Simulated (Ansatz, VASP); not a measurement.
# One calculation of TaN, two programs

Contents of INCAR:

```
SYSTEM = TaN
PREC = Accurate
ENCUT = 520
EDIFF = 1E-7
ISMEAR = 0
SIGMA = 0.15
LREAL = .FALSE.
LASPH = .TRUE.
NELM = 100
ALGO = Normal
ISIF = 2
LWAVE = .FALSE.
LCHARG = .TRUE.
GGA = PS
LELF = .TRUE.
LVHAR = .TRUE.
NBANDS = 15
```

File KPOINTS:

```
Automatic mesh
0
G
  18 18 18
  0 0 0
```

The input POSCAR:

```
TaN
1.0
    0.0000000000      2.1245250000      2.1245250000
    2.1245250000      0.0000000000      2.1245250000
    2.1245250000      2.1245250000      0.0000000000
Ta N
1 1
Direct
    0.5000000000      0.5000000000      0.5000000000
    0.0000000000      0.0000000000      0.0000000000
```

Input for Ansatz:

```yaml
crystal:
  lattice:
    - [0.0, 2.124525, 2.124525]
    - [2.124525, 0.0, 2.124525]
    - [2.124525, 2.124525, 0.0]
  atoms:
    - { symbol: Ta, position: [0.5, 0.5, 0.5] }
    - { symbol: "N", position: [0.0, 0.0, 0.0] }
basis:
  ecutwfc: 420
kpoints:
  mp_grid: { grid: [18, 18, 18] }
hamiltonian:
  xc: pbesol
scf:
  occupations: { method: gaussian, width: 0.15 }
output:
  forces: true
  stress: true
  eigenvalues: true
```

Change from the starting cell: strain -0.025 along x and y, -0.025 along z, atoms carried along.

Alike in both runs: task single point; functional PBEsol; k mesh 18 × 18 × 18; occupations gaussian, width 0.15 eV; no spin polarisation.

```csv
,VASP,Ansatz
version,VASP 6.6.1,Ansatz 0.2.0
potentials or method,"VASP PAW PBE potentials, release 64 (Ta_pv, N), cutoff 520 eV","scalar-relativistic, plane waves, PAW"
valence electrons in the cell,16,18
```

```tsv
	VASP	Ansatz	Ansatz less VASP
gap on the k mesh at the Fermi level (eV)	none	none	-
pressure (GPa)	39.8	38.2	-1.60
```

VASP's potentials were made for PBE, not for PBEsol. A gap of «none» marks a metal or a gap that the smearing closes. Both programs put the cell under a high pressure, so it lies far from rest at this level. The functional is the same, so the differences come from potentials, cutoffs and numerics. VASP's potentials hold 16 valence electrons a cell and Ansatz's 18, so a difference there can come from the potentials and not from the codes.

Spin-orbit coupling is off throughout.
